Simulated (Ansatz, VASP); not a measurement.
**Two plane-wave programs on B**

```
CELL_PARAMETERS angstrom
0.00000 2.02614 2.02614
2.02614 0.00000 2.02614
2.02614 2.02614 0.00000
ATOMIC_POSITIONS crystal
B 0.00000 0.00000 0.00000
B 0.25000 0.25000 0.25000
```

Alike in both runs: functional PBE; k mesh 16 × 16 × 16; occupations fermi-dirac, width 0.05 eV; no spin polarisation.

Ansatz relaxed the structure, and its values are those at the end. VASP's run is a single point on that final structure, the one shown.

|  | VASP | Ansatz |
| --- | --- | --- |
| version | VASP 6.6.1 | Ansatz 0.2.0 |
| potentials or method | VASP PAW PBE potentials, release 64 (B) | PAW with Ansatz's default frozen-core files, scalar-relativistic |
| plane-wave cutoff (eV) | 520 | 420 |
| valence electrons in the cell | 6 | 6 |

|  | VASP | Ansatz | Ansatz less VASP |
| --- | --- | --- | --- |
| pressure (GPa) | 0.0 | 0.0 | 0.00 |

With one functional, cell and mesh, what is left measures potentials, basis and numerics.
